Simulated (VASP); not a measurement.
# Ge2Sb2O (I4/mmm) in VASP: notebook

Ge2Sb2O is run at these levels: PBE; tasks: single point, relaxation of cell and atoms.

Program: VASP 6.6.1. These are calculated values, not measurements. Logs are shortened: lines on timing, memory, paths and dates and some standing lists are left out, and cuts for length are marked.

### Step 1. The cell of the first run

It takes space group I4/mmm (No. 139, tetragonal). The conventional cell has a = 4.384 Å, b = 4.384 Å, c = 10.511 Å, α = 90.00°, β = 90.00°, γ = 90.00°. Within 3.4 Å of Ge (site symmetry 4mm) lie 4 Sb at 2.53 Å and 1 Ge at 2.72 Å and 4 O at 3.39 Å. Sb (site symmetry -4m2) has 4 Ge at 2.53 Å and 4 Sb at 3.10 Å and 4 O at 3.42 Å within 3.5 Å. Within 4.5 Å of O (site symmetry 4/mmm) lie 10 Ge at 3.39 to 3.89 Å and 8 Sb at 3.42 Å and 4 O at 4.38 Å.

The cell was generated, and may not be a known phase.

### Step 2. Single point, PBE

Input file INCAR:

```
PREC = Accurate
ENCUT = 600
EDIFF = 1E-6
ISMEAR = 0
SIGMA = 0.1
LREAL = False
LASPH = True
NELM = 120
ALGO = Normal
ISIF = 2
LWAVE = False
LCHARG = False
GGA = PE
NBANDS = 30
GGA_COMPAT = False
```

Input file KPOINTS:

```
regular mesh
0
Gamma
  6 6 6
```

Input file POSCAR:

```
Ge2Sb2O
1.0
   -2.1919495600      2.1919495600      5.2557102800
    2.1919495600     -2.1919495600      5.2557102800
    2.1919495600      2.1919495600     -5.2557102800
Ge Sb O
2 2 1
Direct
    0.6296168600      0.6296168600      0.0000000000
    0.3703831400      0.3703831400      0.0000000000
    0.7500000000      0.2500000000      0.5000000000
    0.2500000000      0.7500000000      0.5000000000
    0.0000000000      0.0000000000      0.0000000000
```

Potentials or basis: VASP PAW PBE potentials, release 64 (Ge_d, Sb, O).

Started as:

```console
$ cat potpaw_PBE.64/Ge_d/POTCAR potpaw_PBE.64/Sb/POTCAR potpaw_PBE.64/O/POTCAR > POTCAR
$ mpirun -np 1 vasp_std > vasp.out
```

OUTCAR:

```text
PREC = Accurate
   ENCUT = 600
   EDIFF = 1E-6
   ISMEAR = 0
   LREAL = False
   LASPH = True
   NELM = 120
   ISIF = 2
   GGA = PE

 ion  position               nearest neighbor table
   1  0.630  0.630  0.000-   4 2.53   3 2.53   3 2.53   4 2.53   2 2.72
   2  0.370  0.370  0.000-   3 2.53   4 2.53   4 2.53   3 2.53   1 2.72
   3  0.750  0.250  0.500-   2 2.53   1 2.53   2 2.53   1 2.53   4 3.10   4 3.10   4 3.10   4 3.10

   4  0.250  0.750  0.500-   2 2.53   1 2.53   2 2.53   1 2.53   3 3.10   3 3.10   3 3.10   3 3.10

   5  0.000  0.000  0.000-

  LATTYP: Found a body centered tetragonal cell.
 ALAT       =     4.3838991200
 C/A-ratio  =     2.3977332216

  Lattice vectors:

 A1 = (  -2.1919495600,   2.1919495600,   5.2557102800)
 A2 = (   2.1919495600,  -2.1919495600,   5.2557102800)
 A3 = (   2.1919495600,   2.1919495600,  -5.2557102800)

Analysis of symmetry for initial positions (statically):
=====================================================================
 Subroutine PRICEL returns:
 Original cell was already a primitive cell.

 Routine SETGRP: Setting up the symmetry group for a
 body centered tetragonal supercell.

 Subroutine GETGRP returns: Found 16 space group operations
 (whereof 16 operations were pure point group operations)
 out of a pool of 16 trial point group operations.

The static configuration has the point symmetry D_4h.

Analysis of symmetry for dynamics (positions and initial velocities):
=====================================================================
 Subroutine PRICEL returns:
 Original cell was already a primitive cell.

 Routine SETGRP: Setting up the symmetry group for a
 body centered tetragonal supercell.

 Subroutine GETGRP returns: Found 16 space group operations
 (whereof 16 operations were pure point group operations)
 out of a pool of 16 trial point group operations.

The dynamic configuration has the point symmetry D_4h.

 Subroutine INISYM returns: Found 16 space group operations
 (whereof 16 operations are pure point group operations),
 and found     1 'primitive' translations

----------------------------------------------------------------------------------------

                                     Primitive cell

  volume of cell :     101.0072

  direct lattice vectors                    reciprocal lattice vectors
    -2.191949560  2.191949560  5.255710280     0.000000000  0.228107439  0.095134620
     2.191949560 -2.191949560  5.255710280     0.228107439  0.000000000  0.095134620
     2.191949560  2.191949560 -5.255710280     0.228107439  0.228107439  0.000000000

  length of vectors
     6.101784681  6.101784681  6.101784681     0.247150965  0.247150965  0.322592634

  position of ions in fractional coordinates (direct lattice)
     0.629616860  0.629616860  0.000000000
     0.370383140  0.370383140  0.000000000
     0.750000000  0.250000000  0.500000000
     0.250000000  0.750000000  0.500000000
     0.000000000  0.000000000  0.000000000

  ion indices of the primitive-cell ions
   primitive index   ion index
                 1           1
                 2           2
                 3           3
                 4           4
                 5           5

----------------------------------------------------------------------------------------

 KPOINTS: regular mesh

Automatic generation of k-mesh.
 Grid dimensions read from file:
 generate k-points for:    6    6    6

 Generating k-lattice:

  Cartesian coordinates                     Fractional coordinates (reciprocal lattice)
     0.000000000  0.038017906  0.015855770     0.166666667 -0.000000000  0.000000000
     0.038017906  0.000000000  0.015855770    -0.000000000  0.166666667  0.000000000
     0.038017906  0.038017906  0.000000000     0.000000000  0.000000000  0.166666667

  Length of vectors
     0.041191828  0.041191828  0.053765439

  Shift w.r.t. Gamma in fractional coordinates (k-lattice)
     0.000000000  0.000000000  0.000000000

 Subroutine IBZKPT returns following result:
 ===========================================

[... 51 lines left out ...]
[... 22 lines left out ...]
     29      12.0799      0.00000
     30      13.2317      0.00000

 k-point     2 :       0.1667    0.0000   -0.0000
  band No.  band energies     occupation
      1     -18.3103      2.00000
      2     -18.3076      2.00000
      3     -18.2988      2.00000
      4     -18.2960      2.00000
      5     -18.2960      2.00000
      6     -18.2705      2.00000
[... 22 lines left out ...]
     29      12.6015      0.00000
     30      13.6772      0.00000

 k-point     3 :       0.3333   -0.0000    0.0000
  band No.  band energies     occupation
      1     -18.3112      2.00000
      2     -18.3052      2.00000
      3     -18.3005      2.00000
      4     -18.2981      2.00000
      5     -18.2951      2.00000
      6     -18.2698      2.00000
[... 22 lines left out ...]
     29      12.1877      0.00000
     30      13.7598      0.00000

 k-point     4 :       0.5000    0.0000   -0.0000
  band No.  band energies     occupation
      1     -18.3116      2.00000
      2     -18.3047      2.00000
      3     -18.3009      2.00000
      4     -18.2991      2.00000
      5     -18.2941      2.00000
      6     -18.2698      2.00000
[... 22 lines left out ...]
     29      12.6160      0.00000
     30      13.0155      0.00000

 k-point     5 :       0.1667    0.1667   -0.0000
  band No.  band energies     occupation
      1     -18.3109      2.00000
      2     -18.3073      2.00000
      3     -18.2992      2.00000
      4     -18.2981      2.00000
      5     -18.2956      2.00000
      6     -18.2691      2.00000
[... 22 lines left out ...]
     29      12.5314      0.00000
     30      12.7839      0.00000
[... 526 lines left out ...]
     29      12.6157      0.00000
     30      13.4495      0.00000

 k-point    22 :      -0.1667    0.5000    0.1667
  band No.  band energies     occupation
      1     -18.3122      2.00000
      2     -18.3084      2.00000
      3     -18.3004      2.00000
      4     -18.2993      2.00000
      5     -18.2948      2.00000
      6     -18.2682      2.00000
[... 22 lines left out ...]
     29      12.4964      0.00000
     30      13.2968      0.00000

 k-point    23 :      -0.3333   -0.3333    0.1667
  band No.  band energies     occupation
      1     -18.3123      2.00000
      2     -18.3106      2.00000
      3     -18.3006      2.00000
      4     -18.3002      2.00000
      5     -18.2950      2.00000
      6     -18.2682      2.00000
[... 22 lines left out ...]
     29      11.6525      0.00000
     30      12.2694      0.00000

 k-point    24 :      -0.1667   -0.3333    0.1667
  band No.  band energies     occupation
      1     -18.3118      2.00000
      2     -18.3100      2.00000
      3     -18.2996      2.00000
      4     -18.2996      2.00000
      5     -18.2961      2.00000
      6     -18.2675      2.00000
[... 22 lines left out ...]
     29      11.7606      0.00000
     30      12.5418      0.00000

 [... further k-points ...]
[... 5 lines left out ...]
  --------------------------------------------------------------------------------------
  -------------------------------------------------------------------------------------
  Total       18.4968818     18.4968818      2.1959055      0.0000000     -0.0000000      0.0000000
  in kB      293.3976177    293.3976177     34.8314618      0.0000000     -0.0000000      0.0000000
  external PRESSURE =     207.2088990 kB  Pullay stress =       0.0000000 kB

 VOLUME and BASIS-vectors are now :
 -----------------------------------------------------------------------------
  energy-cutoff  :      600.00
  volume of cell :      101.01
      direct lattice vectors                 reciprocal lattice vectors
    -2.191949560  2.191949560  5.255710280     0.000000000  0.228107439  0.095134620
     2.191949560 -2.191949560  5.255710280     0.228107439  0.000000000  0.095134620
     2.191949560  2.191949560 -5.255710280     0.228107439  0.228107439  0.000000000

 POSITION                                       TOTAL-FORCE (eV/Angst)
 -----------------------------------------------------------------------------------
      0.00000      0.00000      6.61817         0.000000      0.000000     -4.359642
      0.00000      0.00000      3.89325        -0.000000     -0.000000      4.359642
     -0.00000      2.19195      2.62786         0.000000      0.000000      0.000000
      2.19195     -0.00000      2.62786         0.000000      0.000000      0.000000
      0.00000      0.00000      0.00000         0.000000      0.000000     -0.000000
 -----------------------------------------------------------------------------------
    total drift:                                0.000000     -0.000000     -0.000000

  FREE ENERGIE OF THE ION-ELECTRON SYSTEM (eV)
  ---------------------------------------------------
  free  energy   TOTEN  =       -17.3223545228 eV

  energy  without entropy=      -17.2990733567  energy(sigma->0) =      -17.31071394
```

Run time: 2.4 min. Hardware: 1 thread of AMD EPYC 9R45 (Zen 5), shared host; peak memory 0.38 GiB.

What came out:

```
Free energy            : -17.3224 eV
Pressure               : 20.7 GPa
Largest force          : 4.360 eV/Å
Band gap on the k mesh : zero (bands 22 and 23 overlap by 1.06 eV)
```

Forces on the atoms (eV/Å):
```
Ge   0.000  0.000 -4.360
Ge   0.000  0.000  4.360
Sb   0.000  0.000  0.000
Sb   0.000  0.000  0.000
O    0.000  0.000  0.000
```

Stress tensor (GPa, compression positive):
```
29.34  0.00  0.00
 0.00 29.34  0.00
 0.00  0.00  3.48
```

Caveat: the stress differs along the axes, from 3 to 29 GPa; spin-orbit coupling is left out, which moves the levels of the heavy elements; forces of over 1 eV/Å act on the atoms, so gaps and moduli don't describe the material at rest.

### Step 3. Single point, PBE

This run uses another cell than the first one, of 22.57 Å³/atom.

Input file INCAR:

```
SYSTEM = Ge2Sb2O
ALGO     = Normal         ! electronic algorithm
EDIFF    = 1E-6           ! SCF threshold, eV
ENCUT    = 600            ! plane-wave cutoff, eV
GGA      = PE             ! functional
GGA_COMPAT= .False.      
ISIF     = 2              ! what is computed and relaxed
ISMEAR   = 0              ! smearing method
LASPH    = .True.         ! aspherical terms in the spheres
LCHARG   = .False.        ! write CHGCAR
LREAL    = .False.        ! projectors in reciprocal space
LWAVE    = .False.        ! write WAVECAR
NBANDS   = 30             ! bands
NELM     = 120            ! most SCF steps
PREC     = Accurate       ! precision mode
SIGMA    = 0.1            ! smearing width, eV
```

Input file KPOINTS:

```
k-points
0
Gamma
  6 6 6
  0 0 0
```

Input file POSCAR:

```
Ge2Sb2O
1.0
   -2.9448023902      2.9448023902      3.2531508566
    2.9448023902     -2.9448023902      3.2531508566
    2.9448023902      2.9448023902     -3.2531508566
Ge Sb O
2 2 1
Direct
    0.7228506533      0.7228506533      0.0000000000
    0.2771493467      0.2771493467      0.0000000000
    0.7500000000      0.2500000000      0.5000000000
    0.2500000000      0.7500000000      0.5000000000
    0.0000000000      0.0000000000      0.0000000000
```

Potentials or basis: VASP PAW PBE potentials, release 64 (Ge_d, Sb, O).

Started as:

```console
$ cat potpaw_PBE.64/Ge_d/POTCAR potpaw_PBE.64/Sb/POTCAR potpaw_PBE.64/O/POTCAR > POTCAR
$ mpirun -np 1 vasp_std > vasp.out
```

Run time: 92 s. Hardware: 1 thread of AMD EPYC 9R45 (Zen 5), shared host; peak memory 0.29 GiB.

It converged, with:

- Free energy: -23.0703 eV
- Pressure: 0.0 GPa
- Largest force: 0.019 eV/Å
- Band gap on the k mesh: zero (bands 22 and 23 overlap by 2.41 eV)

Forces in eV/Å, atoms in the order of the input:
```
Ge   0.000  0.000  0.019
Ge   0.000  0.000 -0.019
Sb   0.000  0.000  0.000
Sb   0.000  0.000  0.000
O    0.000  0.000  0.000
```

Stress tensor (GPa, compression positive):
```
 0.03  0.00  0.00
 0.00  0.03  0.00
 0.00  0.00 -0.14
```

Levels at points of the mesh, in eV from the Fermi level:
```tsv
k point	band 19	band 20	band 21	band 22	band 23	band 24	band 25	band 26
(0.00, 0.00, 0.00)	-3.28	-2.69	-2.11	-1.22	-1.22	2.38	3.20	3.66
(0.50, 0.00, 0.00)	-3.42	-0.89	-0.56	-0.39	0.15	0.81	2.42	3.67
(0.50, 0.50, 0.00)	-2.72	-0.70	-0.33	1.19	1.53	1.62	1.82	2.52
(0.50, 0.50, 0.50)	-1.76	-1.76	-1.04	-1.04	-0.93	3.07	4.68	5.36
```

Caveat: spin-orbit coupling is left out, which moves the levels of the heavy elements.

### Step 4. Relaxation of cell and atoms, PBE

Input file INCAR:

```
SYSTEM = Ge2Sb2O
PREC = Accurate ; ENCUT = 600
EDIFF = 1E-7 ; ISMEAR = 0
SIGMA = 0.1 ; LREAL = .False.
LASPH = .True. ; NELM = 120
ALGO = Normal ; ISIF = 3
LWAVE = .False. ; LCHARG = .False.
GGA = PE ; IBRION = 2
NSW = 90 ; EDIFFG = -0.04
GGA_COMPAT = .False. ; NELMIN = 4
```

Input file KPOINTS:

```
Automatic mesh
0
Gamma
  6 6 6
  0 0 0
```

Input file POSCAR:

```
Ge2Sb2O
1.0
   -2.1919495600      2.1919495600      5.2557102800
    2.1919495600     -2.1919495600      5.2557102800
    2.1919495600      2.1919495600     -5.2557102800
Ge Sb O
2 2 1
Direct
    0.6296168600      0.6296168600      0.0000000000
    0.3703831400      0.3703831400      0.0000000000
    0.7500000000      0.2500000000      0.5000000000
    0.2500000000      0.7500000000      0.5000000000
    0.0000000000      0.0000000000      0.0000000000
```

Started as:

```console
$ cat potpaw_PBE.64/Ge_d/POTCAR potpaw_PBE.64/Sb/POTCAR potpaw_PBE.64/O/POTCAR > POTCAR
$ mpirun -np 1 vasp_std > vasp.out
```

Wall time 51 min (1 thread of AMD EPYC 9R45 (Zen 5), shared host); peak memory 0.41 GiB.

The run converged. Its results:

```
Free energy                           : -22.8945 eV
Relaxed volume                        : 21.99 Å³/atom
Relaxed cell                          : a = 5.242 Å, b = 5.242 Å, c = 5.242 Å, α = 112.64°, β = 112.64°, γ = 103.31°
Space group after relaxing (to 0.1 Å) : I4/mmm (No. 139)
Pressure after relaxing               : -0.1 GPa
Largest force after relaxing          : 0.027 eV/Å
Band gap on the k mesh                : zero (bands 22 and 23 overlap by 2.48 eV)
```

Forces in eV/Å, atoms in the order of the input:
```
Ge   0.000  0.000  0.027
Ge   0.000  0.000 -0.027
Sb   0.000  0.000  0.000
Sb   0.000  0.000  0.000
O    0.000  0.000  0.000
```

Stress tensor (GPa, compression positive):
```
-0.29  0.00  0.00
 0.00 -0.29  0.00
 0.00  0.00  0.14
```

Final structure:
```yaml
crystal:
  lattice:
    - [-2.90719, 2.90719, 3.25201]
    - [2.90719, -2.90719, 3.25201]
    - [2.90719, 2.90719, -3.25201]
  atoms:
    - { symbol: Ge, position: [0.72191, 0.72191, 0.00000] }
    - { symbol: Ge, position: [0.27809, 0.27809, 0.00000] }
    - { symbol: Sb, position: [0.75000, 0.25000, 0.50000] }
    - { symbol: Sb, position: [0.25000, 0.75000, 0.50000] }
    - { symbol: O, position: [0.00000, 0.00000, 0.00000] }
```

Levels at points of the mesh, in eV from the Fermi level:
| k point | band 20 | band 21 | band 22 | band 23 | band 24 | band 25 |
| --- | --- | --- | --- | --- | --- | --- |
| (0.00, 0.00, 0.00) | -2.72 | -2.18 | -1.29 | -1.29 | 2.28 | 3.14 |
| (0.50, 0.00, 0.00) | -0.94 | -0.65 | -0.43 | 0.13 | 0.86 | 2.57 |
| (0.50, 0.50, 0.00) | -0.73 | -0.32 | 1.20 | 1.51 | 1.66 | 1.84 |
| (0.50, 0.50, 0.50) | -1.78 | -1.13 | -1.13 | -0.86 | 3.03 | 4.65 |

Caveat: spin-orbit coupling is left out, which moves the levels of the heavy elements.

### Step 5. Single point, PBE

This run uses another cell than the first one, of 22.64 Å³/atom.

Input file INCAR:

```
SYSTEM = Ge2Sb2O
ALGO = Normal
EDIFF = 1E-6
ENCUT = 600
GGA = PE
GGA_COMPAT = .False.
ISIF = 2
ISMEAR = 0
LASPH = .True.
LCHARG = .False.
LREAL = .False.
LWAVE = .False.
NBANDS = 30
NELM = 120
PREC = Accurate
SIGMA = 0.1
```

Input file KPOINTS:

```
k-points
0
Gamma
  10 10 10
  0 0 0
```

Input file POSCAR:

```
Ge2Sb2O
1.0
   -2.9489010360      2.9489010360      3.2540239335
    2.9489010360     -2.9489010360      3.2540239335
    2.9489010360      2.9489010360     -3.2540239335
Ge Sb O
2 2 1
Direct
    0.7231094666      0.7231094666      0.0000000000
    0.2768905334      0.2768905334      0.0000000000
    0.7500000000      0.2500000000      0.5000000000
    0.2500000000      0.7500000000      0.5000000000
    0.0000000000      0.0000000000      0.0000000000
```

Started as:

```console
$ cat potpaw_PBE.64/Ge_d/POTCAR potpaw_PBE.64/Sb/POTCAR potpaw_PBE.64/O/POTCAR > POTCAR
$ mpirun -np 1 vasp_std > vasp.out
```

Wall time 4.7 min (1 thread of AMD EPYC 9R45 (Zen 5), shared host); peak memory 0.51 GiB.

Results (log left out):

- Free energy: -23.0979 eV
- Pressure: -0.1 GPa
- Largest force: 0.012 eV/Å
- Band gap on the k mesh: zero (bands 22 and 23 overlap by 2.40 eV)

Forces in eV/Å, atoms in the order of the input:
```
Ge   0.000  0.000  0.012
Ge   0.000  0.000 -0.012
Sb   0.000  0.000  0.000
Sb   0.000  0.000  0.000
O    0.000  0.000  0.000
```

Stress tensor (GPa, compression positive):
```
-0.09  0.00  0.00
 0.00 -0.09  0.00
 0.00  0.00 -0.16
```

Levels at points of the mesh, in eV from the Fermi level:
```tsv
k point	band 18	band 19	band 20	band 21	band 22	band 23	band 24	band 25	band 26	band 27
(0.00, 0.00, 0.00)	-3.20	-3.20	-2.63	-2.04	-1.15	-1.15	2.46	3.27	3.72	3.72
(0.50, 0.00, 0.00)	-3.35	-3.34	-0.81	-0.50	-0.32	0.21	0.87	2.47	3.73	5.88
(0.50, 0.50, 0.00)	-3.03	-2.65	-0.63	-0.28	1.25	1.59	1.69	1.89	2.57	2.68
(0.50, 0.50, 0.50)	-3.09	-1.67	-1.67	-0.97	-0.97	-0.87	3.14	4.73	5.43	6.26
```

Caveat: spin-orbit coupling is left out, which moves the levels of the heavy elements.

### Step 6. The runs side by side

| task | cell | k mesh | gap on the mesh (eV) | pressure (GPa) | largest force (eV/Å) |
| --- | --- | --- | --- | --- | --- |
| single point | a = 6.102 Å, angles 137.9, 137.9, 61.1°, 5 atoms, atomic positions A | 6 × 6 × 6 | none | 20.7 | 4.36 |
| single point | a = 5.285 Å, angles 112.3, 112.3, 104.0°, 5 atoms, atomic positions B | 6 × 6 × 6 | none | 0.0 | 0.02 |
| relaxation of cell and atoms | relaxed from a = 6.102 Å, angles 137.9, 137.9, 61.1°, 5 atoms, atomic positions A | 6 × 6 × 6 | none | -0.1 | 0.03 |
| single point | a = 5.290 Å, angles 112.2, 112.2, 104.1°, 5 atoms, atomic positions C | 10 × 10 × 10 | none | -0.1 | 0.01 |

Alike in all rows: level PBE; potentials or basis VASP PAW PBE potentials, release 64 (Ge_d, Sb, O); no spin polarisation; cutoff (eV) 600; smearing gaussian 0.1 eV.

Caveats: spin-orbit coupling is left out, which moves the levels of the heavy elements; the stress differs along the axes, from 3 to 29 GPa (at least some runs); forces of over 1 eV/Å act on the atoms, so gaps and moduli don't describe the material at rest (at least some runs).

Total energies depend on the potentials used, so only differences within one code and one set of settings carry meaning.
